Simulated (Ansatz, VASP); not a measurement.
**Ru: VASP beside Ansatz**

```xyz
1
Lattice="-1.3233 1.3233 2.0131 1.3233 -1.3233 2.0131 1.3233 1.3233 -2.0131" Properties=species:S:1:pos:R:3 pbc="T T T"
Ru    0.0000    0.0000    0.0000
```

Alike in both runs: task relaxation of cell and atoms; functional r2SCAN; k mesh 8 × 8 × 8; occupations gaussian, width 0.1 eV; no spin polarisation.

```csv
,VASP,Ansatz
version,VASP 6.6.1,Ansatz 0.2.0
potentials or method,"VASP PAW PBE potentials, release 64 (Ru_sv), cutoff 660 eV","scalar-relativistic, plane waves, PAW"
valence electrons in the cell,16,16
```

|  | VASP | Ansatz | Ansatz less VASP |
| --- | --- | --- | --- |
| gap on the k mesh at the Fermi level, each at its own relaxed structure (eV) | none | none | - |
| relaxed volume (Å³/atom) | 13.52 | 13.52 | -0.004 |
| relaxed cell length with the largest relative difference (Å) | 2.674 | 2.674 | +0.0001 |

VASP's potentials were made for PBE, not for r2SCAN. A gap of «none» marks a metal or a gap that the smearing closes.

The k mesh is coarse, so the values compare programs but aren't converged.
